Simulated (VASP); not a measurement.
Set up this calculation in VASP 6.6.1, as the native input.

- Task: single point
- Functional: HSE06
- Potentials or basis: VASP PAW PBE potentials, release 64 (B, N)
- Cutoff: 520 eV
- k mesh: 6 × 6 × 6
- Occupations: gaussian, width 0.02 eV
- Spin: no spin polarisation
- Dipole correction: no
- Grid for exact exchange (PRECFOCK): Normal
- Further INCAR settings: ALGO = Normal; EDIFF = 1e-06; NBANDS = 11
- Screening parameter: 0.2079 1/Å

BN (Qingsongite):

```
CELL_PARAMETERS angstrom
0.00000 1.81599 1.81599
1.81599 0.00000 1.81599
1.81599 1.81599 0.00000
ATOMIC_POSITIONS crystal
B 0.00000 0.00000 0.00000
N 0.25000 0.25000 0.25000
```

This cell differs from its parent crystal: volume scaled by 1.03.

One way to write it, as run:

POSCAR

```
BN
1.0
    0.0000000000      1.8159897425      1.8159897425
    1.8159897425      0.0000000000      1.8159897425
    1.8159897425      1.8159897425      0.0000000000
B N
1 1
Direct
    0.0000000000      0.0000000000      0.0000000000
    0.2500000000      0.2500000000      0.2500000000
```

INCAR.step1

```
PREC = Accurate
ENCUT = 520
EDIFF = 1E-5
ISMEAR = 0
SIGMA = 0.02
LREAL = F
LASPH = T
NELM = 60
ALGO = Normal
ISIF = 2
LWAVE = T
LCHARG = F
GGA = PE
NBANDS = 11
```

INCAR.step2

```
PREC = Accurate
ENCUT = 520
EDIFF = 1E-6
ISMEAR = 0
SIGMA = 0.02
LREAL = F
LASPH = T
NELM = 60
ALGO = Normal
ISIF = 2
LWAVE = F
LCHARG = F
GGA = PE
LHFCALC = T
HFSCREEN = 0.2079
PRECFOCK = Normal
ISTART = 1
NBANDS = 11
```

KPOINTS

```
Automatic mesh
0
Gamma
  6 6 6
```

Potentials or basis: VASP PAW PBE potentials, release 64 (B, N).

Run with:

```bash
$ cat potpaw_PBE.64/B/POTCAR potpaw_PBE.64/N/POTCAR > POTCAR
$ cp INCAR.step1 INCAR
$ mpirun -np 1 vasp_std > vasp.out
$ cp INCAR.step2 INCAR
$ mpirun -np 1 vasp_std > vasp.out
```

Results of the run:

```yaml
Pressure: -10.9 GPa
Band_gap_on_the_k_mesh: 5.76 eV, indirect (least direct gap 10.48 eV)
```

Caveat: the k points lie up to 0.50 Å⁻¹ apart; the PAW data sets were made with another functional, which shifts forces and pressure a little.

Wall time 2.2 min on 1 thread of AMD EPYC 9R45 96-Core Processor (Zen 5), with other jobs on the host, peak memory 0.19 GiB.
